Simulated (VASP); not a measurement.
Wanted: the native input for a VASP 6.6.1 run.

```
Task                   : single point
Functional             : PBEsol
Potentials or basis    : VASP PAW PBE potentials, release 64 (Ga_d)
Cutoff                 : 520 eV
k mesh                 : 14 × 14 × 11
Occupations            : fermi-dirac, width 0.05 eV
Spin                   : no spin polarisation
Dipole correction      : no
Further INCAR settings : ALGO = Normal; EDIFF = 1e-07; NBANDS = 20
```

The structure of Ga lies in POSCAR:

```
Ga
1.0
    1.3830000000     -4.0265000000      0.0000000000
    1.3830000000      4.0265000000      0.0000000000
   -0.1174500000      0.0000000000      3.3299300000
Ga
2
Direct
    0.8690000000      0.1310000000      0.2500000000
    0.1310000000      0.8690000000      0.7500000000
```

One way to write it, as run:

INCAR

```
PREC = Accurate ; ENCUT = 520
EDIFF = 1E-7 ; ISMEAR = -1
SIGMA = 0.05 ; LREAL = F
LASPH = T ; NELM = 80
ALGO = Normal ; ISIF = 2
LWAVE = F ; LCHARG = F
GGA = PS ; NBANDS = 20
```

KPOINTS

```
regular mesh
0
Gamma
  14 14 11
```

Potentials or basis: VASP PAW PBE potentials, release 64 (Ga_d).

Launch:

```console
$ cat potpaw_PBE.64/Ga_d/POTCAR > POTCAR
$ mpirun -np 1 vasp_std > vasp.out
```

Results of the run:

```
Pressure               : -1.8 GPa
Largest force          : 0.182 eV/Å
Band gap on the k mesh : zero (band 13 reaches 9.49 eV, above the bottom of band 14 at 1.50 eV)
```

Caveat: the PAW data sets were made with another functional, which shifts forces and pressure a little.

Run time: 4.2 min on 1 thread of Intel(R) Xeon(R) Platinum 8259CL CPU @ 2.50GHz (Skylake/Cascade Lake) (shared host), peak memory 0.44 GiB.
